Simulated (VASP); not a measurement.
A run of VASP 6.6.1 is set up as follows.

INCAR

```
SYSTEM = LiHf3Si
PREC     = Accurate       ! precision mode
ENCUT    = 600            ! plane-wave cutoff, eV
EDIFF    = 1E-7           ! SCF threshold, eV
ISMEAR   = 0              ! smearing method
SIGMA    = 0.1            ! smearing width, eV
LREAL    = .False.        ! projectors in reciprocal space
LASPH    = .True.         ! aspherical terms in the spheres
NELM     = 100            ! most SCF steps
ALGO     = Fast           ! electronic algorithm
ISIF     = 3              ! what is computed and relaxed
LWAVE    = .False.        ! write WAVECAR
LCHARG   = .False.        ! write CHGCAR
GGA      = PE             ! functional
IBRION   = 2              ! ionic algorithm
NSW      = 100            ! ionic steps
EDIFFG   = -0.01          ! ionic threshold
```

The input KPOINTS:

```
Automatic mesh
0
Gamma
  8 8 8
  0 0 0
```

The input POSCAR:

```
LiHf3Si
1.0
    4.9463578861      0.0000000000      0.0000000000
    0.0000000000      4.9463578861      0.0000000000
    0.0000000000      0.0000000000      4.9463578861
Li Hf Si
1 3 1
Direct
    0.0000000000      0.0000000000      0.0000000000
    0.0000000000      0.5000000000      0.5000000000
    0.5000000000      0.0000000000      0.5000000000
    0.5000000000      0.5000000000      0.0000000000
    0.5000000000      0.5000000000      0.5000000000
```

Potentials or basis: VASP PAW PBE potentials, release 64 (Li_sv, Hf_pv, Si).

Command:

```sh
$ cat potpaw_PBE.64/Li_sv/POTCAR potpaw_PBE.64/Hf_pv/POTCAR potpaw_PBE.64/Si/POTCAR > POTCAR
$ mpirun -np 1 vasp_std > vasp.out
```

Question: Estimate the space group after relaxing (to 0.1 Å).

Answer: Pm-3m (No. 221).

Question: Estimate the relaxed volume.

Answer: 24.24 Å³/atom.

Question: What does it give for the relaxed cell?

Answer: a = 4.949 Å, b = 4.949 Å, c = 4.949 Å, α = 90.00°, β = 90.00°, γ = 90.00°.

Question: Predict the band gap on the k mesh.

Answer: Zero (an odd number of electrons rules out a gap without spin polarisation).

Final structure:
```
Li Hf Si
1.0
     4.94858    0.00000    0.00000
     0.00000    4.94858    0.00000
     0.00000    0.00000    4.94858
Li Hf Si
1 3 1
Direct
  0.00000 0.00000 0.00000
  0.00000 0.50000 0.50000
  0.50000 0.00000 0.50000
  0.50000 0.50000 0.00000
  0.50000 0.50000 0.50000
```

Caveat: the cutoff is under 1.25 times the usual one of these potentials, so pressure, stress and relaxed cells hold a basis-set (Pulay) error; spin-orbit coupling is left out, which moves the levels of the heavy elements.
